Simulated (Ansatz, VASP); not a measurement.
## Ag: VASP beside Ansatz

The input INCAR:

```
PREC     = Accurate       # precision mode
ENCUT    = 520            # plane-wave cutoff, eV
EDIFF    = 1E-6           # SCF threshold, eV
ISMEAR   = -1             # smearing method
SIGMA    = 0.03           # smearing width, eV
LREAL    = False          # projectors in reciprocal space
LASPH    = True           # aspherical terms in the spheres
NELM     = 100            # most SCF steps
ALGO     = Normal         # electronic algorithm
ISIF     = 2              # what is computed and relaxed
LWAVE    = False          # write WAVECAR
LCHARG   = False          # write CHGCAR
GGA      = PE             # functional
NBANDS   = 18             # bands
```

Contents of KPOINTS:

```
regular mesh
0
Gamma
  10 10 5
```

POSCAR

```
Ag
1.0
    2.9299980804      0.0000000000      0.0000000000
   -1.4649990402      2.5374527707      0.0000000000
    0.0000000000      0.0000000000      4.7900000000
Ag
2
Direct
    0.3333333333      0.6666666667      0.2500000000
    0.6666666667      0.3333333333      0.7500000000
```

Input for Ansatz:

```yaml
crystal:
  lattice:
    - [2.9299980804, 0.0, 0.0]
    - [-1.4649990402, 2.5374527707, 0.0]
    - [0.0, 0.0, 4.79]
  atoms:
    - { symbol: Ag, position: [0.3333333333, 0.6666666667, 0.25] }
    - { symbol: Ag, position: [0.6666666667, 0.3333333333, 0.75] }
kpoints:
  mp_grid: { grid: [10, 10, 5] }
scf:
  occupations: { method: fermi_dirac, width: 0.03 }
hamiltonian:
  xc: pbe
  pseudopotentials: { kind: all_electron, lapw: { basis_error: 0.00025 } }
output:
  forces: true
  stress: true
  eigenvalues: true
```

Alike in both runs: task single point; functional PBE; k mesh 10 × 10 × 5; occupations fermi-dirac, width 0.03 eV; no spin polarisation.

|  | VASP | Ansatz |
| --- | --- | --- |
| version | VASP 6.6.1 | Ansatz 0.2.0 |
| potentials or method | VASP PAW PBE potentials, release 64 (Ag), cutoff 520 eV | all-electron LAPW, scalar-relativistic |

Ansatz gave:

* pressure (GPa): 0.7
* traceless stress, the component that is largest in VASP (GPa): -0.38

**Question.** What did VASP give for the same quantities?

**Answer.** Pressure (GPa): 0.6; traceless stress, the component that is largest in VASP (GPa): -0.38.

Ansatz ran all-electron here, and VASP with PAW potentials.
